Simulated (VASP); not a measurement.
# PbO2 (P4_2/mnm) in VASP: a series of runs

The runs below take PbO2 through single point, relaxation of cell and atoms, with PBE.

Program: VASP 6.6.1. These are calculated values, not measurements. Logs are shortened: lines on timing, memory, paths and dates and some standing lists are left out, and cuts for length are marked.

**1. The cell of the first run**

The structure is tetragonal, space group P4_2/mnm (No. 136). Conventional cell: a = 5.082 Å, b = 5.082 Å, c = 3.442 Å, α = 90.00°, β = 90.00°, γ = 90.00°. Within 2.9 Å of Pb (site symmetry mmm) lie 6 O at 2.21 Å. O (site symmetry m2m) has 3 Pb at 2.21 Å and 1 O at 2.76 Å within 2.9 Å.

**2. Single point, PBE**

INCAR

```
PREC = Accurate
ENCUT = 520
EDIFF = 1E-6
ISMEAR = 0
SIGMA = 0.01
LREAL = F
LASPH = T
NELM = 100
ALGO = Normal
ISIF = 2
LWAVE = F
LCHARG = T
GGA = PE
LELF = T
LVHAR = T
NBANDS = 35
```

KPOINTS

```
regular mesh
0
Gamma
  8 8 10
```

POSCAR

```
PbO2
1.0
    5.0822739643      0.0000000000      0.0000000000
    0.0000000000      5.0822739643      0.0000000000
    0.0000000000      0.0000000000      3.4417014556
Pb O
2 4
Direct
    0.0000000000      0.0000000000      0.0000000000
    0.5000000000      0.5000000000      0.5000000000
    0.3080387213      0.3080387213      0.0000000000
    0.8080387213      0.1919612787      0.5000000000
    0.1919612787      0.8080387213      0.5000000000
    0.6919612787      0.6919612787      0.0000000000
```

Potentials or basis: VASP PAW PBE potentials, release 64 (Pb_d, O).

Launch:

```sh
cat potpaw_PBE.64/Pb_d/POTCAR potpaw_PBE.64/O/POTCAR > POTCAR
mpirun -np 1 vasp_std > vasp.out
```

OUTCAR:

```text
PREC = Accurate
   ENCUT = 520
   EDIFF = 1E-6
   ISMEAR = 0
   LREAL = F
   LASPH = T
   NELM = 100
   ISIF = 2
   GGA = PE

 ion  position               nearest neighbor table
   1  0.000  0.000  0.000-   4 2.21   5 2.21   4 2.21   5 2.21   3 2.21   6 2.21   2 3.98   2 3.98
                             2 3.98   2 3.98   2 3.98   2 3.98   2 3.98   2 3.98
   2  0.500  0.500  0.500-   3 2.21   6 2.21   3 2.21   6 2.21   5 2.21   4 2.21   1 3.98   1 3.98
                             1 3.98   1 3.98   1 3.98   1 3.98   1 3.98   1 3.98
   3  0.308  0.308  0.000-   2 2.21   2 2.21   1 2.21
   4  0.808  0.192  0.500-   1 2.21   1 2.21   2 2.21
   5  0.192  0.808  0.500-   1 2.21   1 2.21   2 2.21
   6  0.692  0.692  0.000-   2 2.21   2 2.21   1 2.21

  LATTYP: Found a simple tetragonal cell.
 ALAT       =     5.0822739643
 C/A-ratio  =     0.6771971523

  Lattice vectors:

 A1 = (   5.0822739643,   0.0000000000,   0.0000000000)
 A2 = (   0.0000000000,   5.0822739643,   0.0000000000)
 A3 = (   0.0000000000,   0.0000000000,   3.4417014556)

Analysis of symmetry for initial positions (statically):
=====================================================================
 Subroutine PRICEL returns:
 Original cell was already a primitive cell.

 Routine SETGRP: Setting up the symmetry group for a
 simple tetragonal supercell.

 Subroutine GETGRP returns: Found 16 space group operations
 (whereof  8 operations were pure point group operations)
 out of a pool of 16 trial point group operations.

The static configuration has the point symmetry D_2h.
 The point group associated with its full space group is D_4h.

Analysis of symmetry for dynamics (positions and initial velocities):
=====================================================================
 Subroutine PRICEL returns:
 Original cell was already a primitive cell.

 Routine SETGRP: Setting up the symmetry group for a
 simple tetragonal supercell.

 Subroutine GETGRP returns: Found 16 space group operations
 (whereof  8 operations were pure point group operations)
 out of a pool of 16 trial point group operations.

The dynamic configuration has the point symmetry D_2h.
 The point group associated with its full space group is D_4h.

 Subroutine INISYM returns: Found 16 space group operations
 (whereof  8 operations are pure point group operations),
 and found     1 'primitive' translations

----------------------------------------------------------------------------------------

                                     Primitive cell

  volume of cell :      88.8975

  direct lattice vectors                    reciprocal lattice vectors
     5.082273964  0.000000000  0.000000000     0.196762317  0.000000000  0.000000000
[... 102 lines left out ...]
   POTIM  = 0.5000    time-step for ionic-motion
   TEBEG  =    0.0;   TEEND  =   0.0 temperature during run
   PSTRESS=    0.0 pullay stress
   NELECT =      52.0000    total number of electrons
   NUPDOWN=      -1.0000    fix difference up-down
   EMIN   =  10.00;   EMAX   =-10.00  energy-range for DOS
   EFERMI =   0.00;   METHOD = LEGACY
   ISMEAR =     0;   SIGMA  =   0.01  broadening in eV -4-tet -1-fermi 0-gaus
   EFERMI_NEDOS =   21; number of points for ismear=-14 and -15
   IALGO  =     38    algorithm
   IMIX   =      4    mixing-type and parameters
     AMIX     =   0.40;   BMIX     =  1.00
     AMIX_MAG =   1.60;   BMIX_MAG =  1.00
  volume/ion in A,a.u.               =      14.82        99.98
  Fermi-wavevector in a.u.,A,eV,Ry     =   1.369135  2.587289 25.504525  1.874530
  Thomas-Fermi vector in A             =   2.495037
   LORBIT       =      0    0 simple, 1 ext, 2 COOP (PROOUT), +10 PAW based schemes
   GGA     = PE    functional components
   LHFCALC =     F    Hartree Fock is set to
   AEXX    =    0.0000 exact exchange contribution
   IVDW    =     0    specifies the selected vdW correction
   LEPSILON=     F    determine dielectric tensor
   LRPA    =     F    only Hartree local field effects (RPA)
 non-spin polarized calculation
 Gauss-broadening in eV      SIGMA  =   0.01
  energy-cutoff  :      520.00
  volume of cell :       88.90
 maximum number of plane-waves:      2425
 NGX is ok and might be reduce to    40
   NGX = 19   NGY = 19   NGZ = 13

 number of electron      51.9999983 magnetization

 Free energy of the ion-electron system (eV)
  ---------------------------------------------------
  ext. energy  EPLUGINS =         0.00000000
  ---------------------------------------------------
  free energy    TOTEN  =       -31.86746209 eV

  energy without entropy =      -31.86738368  energy(sigma->0) =      -31.86742289

 E-fermi :   3.7238     XC(G=0): -10.3715

 val. band max:        3.7181556087   @ k =   0.1250   0.1250   0.0000
 cond. band min:       3.7269546441   @ k =   0.1250   0.1250   0.0000
 fundamental gap:      0.0087990354
 Fermi energy:         3.7238346470

 k-point     1 :       0.0000    0.0000    0.0000
  band No.  band energies     occupation
      1     -14.2532      2.00000
      2     -14.2134      2.00000
      3     -12.6558      2.00000
      4     -12.6558      2.00000
      5     -11.7708      2.00000
      6     -11.6233      2.00000
[... 901 lines left out ...]
     34      14.9395      0.00000
     35      15.6788      0.00000

 [... further k-points ...]

------------------------ aborting loop because EDIFF is reached ----------------------------------------

  FORCE on cell =-STRESS in cart. coord.  units (eV):
  Direction    XX          YY          ZZ          XY          YZ          ZX
  --------------------------------------------------------------------------------------
  -------------------------------------------------------------------------------------
  Total        0.0853076      0.0853076      0.2103266     -0.0000000      0.0000000      0.0000000
  in kB        1.5374789      1.5374789      3.7906659     -0.0000000      0.0000000      0.0000000
  external PRESSURE =       2.2885412 kB  Pullay stress =       0.0000000 kB

 VOLUME and BASIS-vectors are now :
 -----------------------------------------------------------------------------
  energy-cutoff  :      520.00
  volume of cell :       88.90
      direct lattice vectors                 reciprocal lattice vectors
     5.082273964  0.000000000  0.000000000     0.196762317  0.000000000  0.000000000
     0.000000000  5.082273964  0.000000000     0.000000000  0.196762317  0.000000000
     0.000000000  0.000000000  3.441701456     0.000000000  0.000000000  0.290553964

 POSITION                                       TOTAL-FORCE (eV/Angst)
 -----------------------------------------------------------------------------------
      0.00000      0.00000      0.00000         0.000000      0.000000      0.000000
      2.54114      2.54114      1.72085         0.000000      0.000000      0.000000
      1.56554      1.56554      0.00000        -0.010312     -0.010312     -0.000000
      4.10667      0.97560      1.72085        -0.010312      0.010312      0.000000
      0.97560      4.10667      1.72085         0.010312     -0.010312     -0.000000
      3.51674      3.51674      0.00000         0.010312      0.010312      0.000000
 -----------------------------------------------------------------------------------
    total drift:                                0.000000      0.000000     -0.000000

  FREE ENERGIE OF THE ION-ELECTRON SYSTEM (eV)
  ---------------------------------------------------
  free  energy   TOTEN  =       -31.8674620920 eV

  energy  without entropy=      -31.8673836796  energy(sigma->0) =      -31.86742289
```

stdout:

```text
POSCAR found type information on POSCAR PbO
 POSCAR found :  2 types and       6 ions
 scaLAPACK will be used
 LDA part: xc-table for (Slater+PW92), standard interpolation
 POSCAR, INCAR and KPOINTS ok, starting setup
 FFT: planning ... GRIDC
 FFT: planning ... GRID_SOFT
 FFT: planning ... GRID
 WAVECAR not read
 entering main loop
```

It took 3.5 min on 1 thread of AMD EPYC 7R13 (Zen 3), shared host; peak memory 0.32 GiB.

What came out:

```yaml
Free_energy: -31.8675 eV
Pressure: 0.2 GPa
Largest_force: 0.015 eV/Å
Band_gap_on_the_k_mesh: 0.01 eV
```

Forces on the atoms (eV/Å):
```
Pb   0.000  0.000  0.000
Pb   0.000  0.000  0.000
O   -0.010 -0.010  0.000
O   -0.010  0.010  0.000
O    0.010 -0.010  0.000
O    0.010  0.010  0.000
```

Stress tensor (GPa, compression positive):
```
0.15 0.00 0.00
0.00 0.15 0.00
0.00 0.00 0.38
```

Levels at points of the mesh, in eV from the valence-band top:
```csv
k point,band 22,band 23,band 24,band 25,band 26,band 27,band 28,band 29,band 30,band 31
"(0.00, 0.00, 0.00)",-0.72,-0.62,-0.62,-0.54,-0.54,0.11,3.89,5.76,5.76,9.54
"(0.50, 0.00, 0.00)",-1.25,-0.64,-0.64,-0.35,-0.35,2.08,2.08,6.35,6.35,9.36
"(0.50, 0.50, 0.00)",-1.43,-0.67,-0.67,-0.44,-0.44,2.48,2.48,6.54,6.54,9.71
"(0.00, 0.00, 0.50)",-1.92,-1.00,-1.00,-0.71,-0.71,3.40,3.40,8.61,8.61,9.47
"(0.50, 0.00, 0.50)",-1.00,-0.69,-0.69,-0.26,-0.26,3.67,3.67,7.02,7.02,9.67
"(0.50, 0.50, 0.50)",-1.89,-0.61,-0.61,-0.47,-0.47,2.55,2.55,8.13,8.13,9.44
```

Caveat: spin-orbit coupling is left out, which moves the levels of the heavy elements. A k mesh can miss the band edges.

**3. Relaxation of cell and atoms, PBE**

INCAR

```
  PREC = Accurate
  ENCUT = 600
  EDIFF = 1E-6
  ISMEAR = 0
  SIGMA = 0.1
  LREAL = False
  LASPH = True
  NELM = 100
  ALGO = Normal
  ISIF = 3
  LWAVE = False
  LCHARG = False
  GGA = PE
  IBRION = 2
  NSW = 100
  EDIFFG = -0.005
```

KPOINTS

```
Automatic mesh
0
Gamma
  8 8 10
```

POSCAR is that of step 2.

Potentials or basis: VASP PAW PBE potentials, release 64 (Pb_d, O).

Launch:

```sh
cat potpaw_PBE.64/Pb_d/POTCAR potpaw_PBE.64/O/POTCAR > POTCAR
mpirun -np 1 vasp_std > vasp.out
```

Run time: 10 min. Hardware: 1 thread of Intel Xeon Platinum 8559C (Emerald Rapids), shared host; peak memory 0.39 GiB.

The run converged. Its results:

```yaml
Free_energy: -31.8772 eV
Relaxed_volume: 14.83 Å³/atom
Relaxed_cell: a = 5.082 Å, b = 5.082 Å, c = 3.446 Å, α = 90.00°, β = 90.00°, γ = 90.00°
Space_group_after_relaxing_to_0.1_Å: P4_2/mnm (No. 136)
Energy_gained_by_relaxing: 0.0 meV/atom
Ionic_steps: 4
Pressure_after_relaxing: 0.0 GPa
```

Stress tensor (GPa, compression positive):
```
-0.04  0.00  0.00
 0.00 -0.04  0.00
 0.00  0.00  0.04
```

The path:
| step | energy change (eV) | largest force (eV/Å) | pressure (GPa) | volume (Å³) |
| --- | --- | --- | --- | --- |
| 1 | 0.0000 | 0.0180 | 0.15 | 88.90 |
| 2 | -0.0001 | 0.0012 | -0.12 | 89.07 |
| 3 | -0.0001 | 0.0053 | -0.05 | 89.03 |
| 4 | -0.0001 | 0.0015 | -0.02 | 88.99 |

Final structure:
```
CELL_PARAMETERS angstrom
5.08189 0.00000 0.00000
0.00000 5.08189 0.00000
0.00000 0.00000 3.44579
ATOMIC_POSITIONS crystal
Pb 0.00000 0.00000 0.00000
Pb 0.50000 0.50000 0.50000
O 0.30790 0.30790 0.00000
O 0.80790 0.19210 0.50000
O 0.19210 0.80790 0.50000
O 0.69210 0.69210 0.00000
```

Levels at points of the mesh, in eV from the Fermi level:
```csv
k point,band 24,band 25,band 26,band 27,band 28,band 29
"(0.00, 0.00, 0.00)",-0.65,-0.57,-0.57,0.07,3.85,5.72
"(0.50, 0.00, 0.00)",-0.68,-0.38,-0.38,2.05,2.05,6.31
"(0.50, 0.50, 0.00)",-0.70,-0.47,-0.47,2.44,2.44,6.50
"(0.00, 0.00, 0.50)",-1.03,-0.74,-0.74,3.35,3.35,8.57
"(0.50, 0.00, 0.50)",-0.72,-0.29,-0.29,3.63,3.63,6.99
"(0.50, 0.50, 0.50)",-0.64,-0.50,-0.50,2.50,2.50,8.10
```

Caveat: spin-orbit coupling is left out, which moves the levels of the heavy elements.
